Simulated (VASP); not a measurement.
# CdSe (F-43m) in VASP: vibrations by perturbation theory with LDA

Aim: the vibrations by perturbation theory of CdSe with LDA.

Everything below comes from runs of VASP 6.6.1. Logs are shortened: lines on timing, memory, paths and dates and some standing lists are left out, and cuts for length are marked.

### Step 1. The cell of the first run

Symmetry: F-43m, No. 216, cubic system. The conventional cell has a = 6.141 Å, b = 6.141 Å, c = 6.141 Å, α = 90.00°, β = 90.00°, γ = 90.00°. Cd (site symmetry -43m) has 4 Se at 2.66 Å within 3.5 Å. Se (site symmetry -43m) has 4 Cd at 2.66 Å within 3.5 Å.

### Step 2. Vibrations by perturbation theory, LDA

The input, INCAR:

```
SYSTEM = CdSe
PREC = Accurate
ENCUT = 520
EDIFF = 1E-8
ISMEAR = 0
SIGMA = 0.01
LREAL = .FALSE.
LASPH = .TRUE.
NELM = 80
ALGO = Normal
ISIF = 2
LWAVE = .FALSE.
LCHARG = .TRUE.
NBANDS = 16
IBRION = 8
NSW = 1
LEPSILON = .TRUE.
```

The input, KPOINTS:

```
Automatic mesh
0
G
  10 10 10
  0 0 0
```

The input, POSCAR:

```
CdSe
1.0
    0.0000000000      3.0702712000      3.0702712000
    3.0702712000      0.0000000000      3.0702712000
    3.0702712000      3.0702712000      0.0000000000
Cd Se
1 1
Direct
    0.0000000000      0.0000000000      0.0000000000
    0.2500000000      0.2500000000      0.2500000000
```

Potentials or basis: VASP PAW LDA potentials, release 64 (Cd, Se).

The run is started by

```console
$ cat potpaw_LDA.64/Cd/POTCAR potpaw_LDA.64/Se/POTCAR > POTCAR
$ mpirun -np 1 vasp_std > vasp.out
```

OUTCAR:

```text
SYSTEM = CdSe
   PREC = Accurate
   ENCUT = 520
   EDIFF = 1E-8
   ISMEAR = 0
   LREAL = .FALSE.
   LASPH = .TRUE.
   NELM = 80
   ISIF = 2
   IBRION = 8
   NSW = 1
   LEPSILON = .TRUE.

 ion  position               nearest neighbor table
   1  0.000  0.000  0.000-   2 2.66   2 2.66   2 2.66   2 2.66
   2  0.250  0.250  0.250-   1 2.66   1 2.66   1 2.66   1 2.66

  LATTYP: Found a face centered cubic cell.
 ALAT       =     6.1405424000

  Lattice vectors:

 A1 = (   0.0000000000,   3.0702712000,   3.0702712000)
 A2 = (   3.0702712000,   0.0000000000,   3.0702712000)
 A3 = (   3.0702712000,   3.0702712000,   0.0000000000)

Analysis of symmetry for initial positions (statically):
=====================================================================
 Subroutine PRICEL returns:
 Original cell was already a primitive cell.

 Routine SETGRP: Setting up the symmetry group for a
 face centered cubic supercell.

 Subroutine GETGRP returns: Found 24 space group operations
 (whereof 24 operations were pure point group operations)
 out of a pool of 48 trial point group operations.

The static configuration has the point symmetry T_d .

Analysis of symmetry for dynamics (positions and initial velocities):
=====================================================================
 Subroutine PRICEL returns:
 Original cell was already a primitive cell.

 Routine SETGRP: Setting up the symmetry group for a
 face centered cubic supercell.

 Subroutine GETGRP returns: Found 24 space group operations
 (whereof 24 operations were pure point group operations)
 out of a pool of 48 trial point group operations.

The dynamic configuration has the point symmetry T_d .

 Subroutine INISYM returns: Found 24 space group operations
 (whereof 24 operations are pure point group operations),
 and found     1 'primitive' translations

----------------------------------------------------------------------------------------

                                     Primitive cell

  volume of cell :      57.8842

  direct lattice vectors                    reciprocal lattice vectors
     0.000000000  3.070271200  3.070271200    -0.162852063  0.162852063  0.162852063
     3.070271200  0.000000000  3.070271200     0.162852063 -0.162852063  0.162852063
     3.070271200  3.070271200  0.000000000     0.162852063  0.162852063 -0.162852063

  length of vectors
     4.342019171  4.342019171  4.342019171     0.282068048  0.282068048  0.282068048

  position of ions in fractional coordinates (direct lattice)
     0.000000000  0.000000000  0.000000000
     0.250000000  0.250000000  0.250000000

  ion indices of the primitive-cell ions
   primitive index   ion index
                 1           1
                 2           2

----------------------------------------------------------------------------------------

 KPOINTS: Automatic mesh

Automatic generation of k-mesh.
 Grid dimensions read from file:
 generate k-points for:   10   10   10

 Generating k-lattice:

  Cartesian coordinates                     Fractional coordinates (reciprocal lattice)
    -0.016285206  0.016285206  0.016285206     0.100000000  0.000000000  0.000000000
     0.016285206 -0.016285206  0.016285206     0.000000000  0.100000000  0.000000000
[... 605 lines left out ...]
  free energy    TOTEN  =        -3.69466414 eV

  energy without entropy =       -3.69466414

------------------------ aborting loop because EDIFF is reached ----------------------------------------

--------------------------------------- Ionic step        2  -------------------------------------------

------------------------ aborting loop because EDIFF is reached ----------------------------------------

--------------------------------------- Ionic step        3  -------------------------------------------

------------------------ aborting loop because EDIFF is reached ----------------------------------------

 PIEZOELECTRIC TENSOR FIELD DIRECTION 3  (e Angst)
 -----------------------------------------------------------------------------
    -0.00103 -2.94527  0.00000           (  0.00000  0.04524  0.00000)
    -2.94527 -0.00103  0.00000           (  0.04524  0.00000  0.00000)
     0.00000  0.00000 -0.00069           (  0.00000  0.00000 -0.00000)

 PIEZOELECTRIC TENSOR FIELD DIRECTION 3  (C/m^2)
 -----------------------------------------------------------------------------
    -0.00029 -0.81522  0.00000
    -0.81522 -0.00029  0.00000
     0.00000  0.00000 -0.00019

--------------------------------------- Ionic step        4  -------------------------------------------

------------------------ aborting loop because EDIFF is reached ----------------------------------------

[... ionic steps 5 to 6 ...]

--------------------------------------- Ionic step        7  -------------------------------------------

 Free energy of the ion-electron system (eV)
  ---------------------------------------------------
  ---------------------------------------------------
  free energy    TOTEN  =        -0.08464301 eV

  energy without entropy =       -0.08464301

------------------------ aborting loop because EDIFF is reached ----------------------------------------

 INTERNAL STRAIN TENSOR  FOR ION    2  DIRECTION 1   (eV/Angst):
 -----------------------------------------------------------------------------
     0.00771  0.00000  0.00000
     0.00000 -0.00140 -4.68111
     0.00000 -4.68111 -0.00140

 MACROSCOPIC STATIC DIELECTRIC TENSOR (including local field effects in DFT)
 ------------------------------------------------------
          23.576693    -0.000000    -0.000000
          -0.000000    23.576693     0.000000
          -0.000000    -0.000000    23.576693
 ------------------------------------------------------

 PIEZOELECTRIC TENSOR (including local field effects)  for field in x, y, z        (e  Angst)
          XX          YY          ZZ          XY          YZ          ZX
  --------------------------------------------------------------------------------
  x    -0.00000     0.00000     0.00000    -0.00000    -2.95712     0.00000
  y    -0.00000     0.00000     0.00000     0.00000     0.00000    -2.95712
  z     0.00000     0.00000    -0.00000    -2.95712     0.00000    -0.00000

 PIEZOELECTRIC TENSOR (including local field effects)  for field in x, y, z        (C/m^2)
          XX          YY          ZZ          XY          YZ          ZX
  --------------------------------------------------------------------------------
  x    -0.00000     0.00000     0.00000    -0.00000    -0.81850     0.00000
  y    -0.00000     0.00000     0.00000     0.00000     0.00000    -0.81850
  z     0.00000     0.00000    -0.00000    -0.81850     0.00000    -0.00000

 BORN EFFECTIVE CHARGES (including local field effects) (in |e|, cummulative output)
 ---------------------------------------------------------------------------------
 ion    1
    1     2.45359     0.00000     0.00000
    2     0.00000     2.45359     0.00000
    3     0.00000     0.00000     2.45359
 ion    2
    1    -2.45359     0.00000     0.00000
    2     0.00000    -2.45359     0.00000
    3     0.00000     0.00000    -2.45359

 INTERNAL STRAIN TENSOR FOR ION    2 for displacements in x,y,z  (eV/Angst):
          X           Y           Z          XY          YZ          ZX
  --------------------------------------------------------------------------------
  x     0.00000     0.00000     0.00000     0.00000    -4.68111     0.00000
  y    -0.00000     0.00000    -0.00000     0.00000     0.00000    -4.68111
  z     0.00000     0.00000     0.00000    -4.68111     0.00000     0.00000

 SECOND DERIVATIVES (NOT SYMMETRIZED)
 ------------------------------------
               1X          1Y          1Z          2X          2Y          2Z
  1X    -4.285014    0.000000    0.000000    4.285014    0.000000    0.000000
  1Y     0.000000   -4.285014    0.000000    0.000000    4.285014    0.000000
  1Z     0.000000    0.000000   -4.285014    0.000000    0.000000    4.285014
  2X     4.263658    0.000000    0.000000   -4.263658    0.000000    0.000000
  2Y     0.000000    4.263658    0.000000    0.000000   -4.263658    0.000000
  2Z     0.000000    0.000000    4.263658    0.000000    0.000000   -4.263658

 Eigenvectors and eigenvalues of the dynamical matrix
 ----------------------------------------------------

   1 f  =    4.744830 THz    29.812644 2PiTHz  158.270483 cm-1    19.623030 meV
             X         Y         Z           dx          dy          dz
      0.000000  0.000000  0.000000     0.000000    0.643283    0.000000
      1.535136  1.535136  1.535136     0.000000   -0.765628    0.000000
[... 21 lines left out ...]
   6 f/i=    0.005838 THz     0.036681 2PiTHz    0.194734 cm-1     0.024144 meV
             X         Y         Z           dx          dy          dz
      0.000000  0.000000  0.000000     0.000000    0.000000    0.765628
      1.535136  1.535136  1.535136     0.000000    0.000000    0.643283

--------------------------------------------------------------------------------------------------------

 MACROSCOPIC STATIC DIELECTRIC TENSOR IONIC CONTRIBUTION
 ------------------------------------------------------
           4.402924    -0.000000    -0.000000
          -0.000000     4.402924    -0.000000
          -0.000000    -0.000000     4.402924
 ------------------------------------------------------

 ELASTIC MODULI CONTR FROM IONIC RELAXATION (kBar)
 Direction    XX          YY          ZZ          XY          YZ          ZX
 --------------------------------------------------------------------------------
 XX          -0.0000     -0.0000     -0.0000      0.0000     -0.0000      0.0000
 YY          -0.0000     -0.0000     -0.0000      0.0000      0.0000     -0.0000
 ZZ          -0.0000     -0.0000     -0.0000      0.0000      0.0000      0.0000
 XY           0.0000      0.0000      0.0000   -145.4905      0.0000      0.0000
 YZ          -0.0000      0.0000      0.0000      0.0000   -145.4905      0.0000
 ZX           0.0000     -0.0000      0.0000      0.0000      0.0000   -145.4905
 --------------------------------------------------------------------------------

 PIEZOELECTRIC TENSOR IONIC CONTR  for field in x, y, z        (C/m^2)
          XX          YY          ZZ          XY          YZ          ZX
  --------------------------------------------------------------------------------
  x     0.00000    -0.00000    -0.00000    -0.00000     0.75311    -0.00000
  y    -0.00000     0.00000    -0.00000    -0.00000    -0.00000     0.75311
  z    -0.00000    -0.00000    -0.00000     0.75311    -0.00000    -0.00000
```

It took 14 min on 1 thread of Intel Xeon Platinum 8259CL at 2.50GHz (Skylake/Cascade Lake), shared host; peak memory 0.48 GiB.

What came out:

```
Electronic dielectric tensor (diagonal)                 : 23.58
Born charges (mean of the diagonal)                     : Cd +2.45; Se -2.45 e
Highest phonon frequency at Γ, LO-TO splitting left out : 158 cm⁻¹
```

Phonon frequencies in cm⁻¹ (negative: imaginary):
```csv
q point,frequencies
"(0.000, 0.000, 0.000)",0 0 0 158 158 158
```

Electronic dielectric tensor:
```
23.58  0.00  0.00
 0.00 23.58  0.00
 0.00  0.00 23.58
```

Born effective charge tensors (e):
atom 1, Cd
```
2.45 0.00 0.00
0.00 2.45 0.00
0.00 0.00 2.45
```
atom 2, Se
```
-2.45  0.00  0.00
 0.00 -2.45  0.00
 0.00  0.00 -2.45
```

Caveat: the cell stands under pressure or tension, which shifts response properties.
